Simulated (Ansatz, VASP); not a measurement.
# One calculation of P, two programs

Contents of POSCAR:

```
P
1.0
   -1.7591704448      2.6157716388      1.7845863704
    1.7591704448     -2.6157716388      1.7845863704
    1.7591704448      2.6157716388     -1.7845863704
P
2
Direct
    0.8033091100      0.0533091100      0.7500000000
    0.1966908900      0.9466908900      0.2500000000
```

File INCAR.step1:

```
PREC = Accurate
ENCUT = 520
ISMEAR = 0
SIGMA = 0.15
LREAL = False
LASPH = True
NELM = 100
NBANDS = 12
GGA = PE
ALGO = Normal
EDIFF = 1E-4
LWAVE = True
LCHARG = False
```

The input INCAR.step2:

```
PREC = Accurate
ENCUT = 520
EDIFF = 1E-6
ISMEAR = 0
SIGMA = 0.15
LREAL = False
LASPH = True
NELM = 100
ALGO = Normal
ISIF = 2
LWAVE = False
LCHARG = False
METAGGA = R2SCAN
LMIXTAU = True
NBANDS = 12
ISTART = 1
```

Contents of KPOINTS:

```
Automatic mesh
0
Gamma
  18 18 18
```

Input for Ansatz:

```yaml
crystal:
  lattice:
    - [-1.7591704448, 2.6157716388, 1.7845863704]
    - [1.7591704448, -2.6157716388, 1.7845863704]
    - [1.7591704448, 2.6157716388, -1.7845863704]
  atoms:
    - { symbol: P, position: [0.80330911, 0.05330911, 0.75] }
    - { symbol: P, position: [0.19669089, 0.94669089, 0.25] }
basis:
  ecutwfc: 500
kpoints:
  mp_grid: { grid: [18, 18, 18] }
hamiltonian:
  xc: r2scan
scf:
  occupations: { method: gaussian, width: 0.15 }
output:
  forces: true
  stress: true
  eigenvalues: true
```

Change from the starting cell: strain +0.040 along x and y, -0.040 along z, atoms carried along.

Alike in both runs: task single point; functional r2SCAN; k mesh 18 × 18 × 18; occupations gaussian, width 0.15 eV; no spin polarisation.

|  | VASP | Ansatz |
| --- | --- | --- |
| version | VASP 6.6.1 | Ansatz 0.2.0 |
| potentials or method | VASP PAW PBE potentials, release 64 (P), cutoff 520 eV | scalar-relativistic, plane waves, PAW |
| valence electrons in the cell | 10 | 10 |

```csv
,VASP,Ansatz,Ansatz less VASP
gap on the k mesh at the Fermi level (eV),none,none,-
pressure (GPa),-3.2,-2.7,+0.50
"traceless stress, the component that is largest in VASP (GPa)",9.21,9.22,+0.007
rms of the force components (eV/Å),0.137,0.188,+0.0515
```

VASP's potentials were made for PBE, not for r2SCAN. Atom by atom the forces differ by 0.051 eV/Å (rms over components). A gap of «none» marks a metal or a gap that the smearing closes.
